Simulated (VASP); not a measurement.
## Si3B2O3: single point with PBE

Crystal: Si3B2O3.

```
Si B O
1.0
     6.14946    0.00000    0.00000
    -3.07473    5.32559    0.00000
     0.00000    0.00000    2.59624
Si B O
3 2 3
Direct
  0.41893 0.00000 0.50000
  0.58107 0.58107 0.50000
  0.00000 0.41893 0.50000
  0.33333 0.66667 0.00000
  0.66667 0.33333 0.00000
  0.76327 0.00000 0.00000
  0.23673 0.23673 0.00000
  0.00000 0.76327 0.00000
```

The cell was generated, and may not be a known phase.

```
Program                : VASP 6.6.1
Task                   : single point
Functional             : PBE
Potentials or basis    : VASP PAW PBE potentials, release 64 (Si, B, O)
Cutoff                 : 520 eV
k mesh                 : 3 × 3 × 6
Occupations            : gaussian, width 0.1 eV
Spin                   : no spin polarisation
Dipole correction      : no
Further INCAR settings : ALGO = Normal; EDIFF = 1e-07; NBANDS = 28
```

* Pressure: -12.5 GPa
* Largest force: 1.334 eV/Å
* Band gap on the k mesh: zero (bands 18 and 19 overlap by 0.52 eV)

Forces on the atoms (eV/Å):
```
Si  -0.406  0.000  0.000
Si   0.203  0.352  0.000
Si   0.203 -0.352  0.000
B    0.000  0.000  0.000
B    0.000  0.000  0.000
O   -1.334  0.000  0.000
O    0.667  1.155  0.000
O    0.667 -1.155  0.000
```

Stress tensor (GPa, compression positive):
```
-15.32   0.00   0.00
  0.00 -15.32   0.00
  0.00   0.00  -6.90
```

Levels at points of the mesh, in eV from the Fermi level:
```csv
k point,band 16,band 17,band 18,band 19,band 20,band 21
"(0.00, 0.00, 0.00)",-0.35,-0.01,-0.01,0.41,2.67,2.67
"(0.00, 0.00, 0.50)",-2.02,-2.02,-0.13,-0.13,0.08,1.55
```

Run time: 34 s on 1 thread of Intel(R) Xeon(R) Platinum 8375C CPU @ 2.90GHz (Ice Lake), with other jobs on the host, peak memory 0.2 GiB.

Caveat: the k points lie up to 0.40 Å⁻¹ apart, too coarse for converged energies and pressures of a metal; forces of over 1 eV/Å act on the atoms, so gaps and moduli don't describe the material at rest.
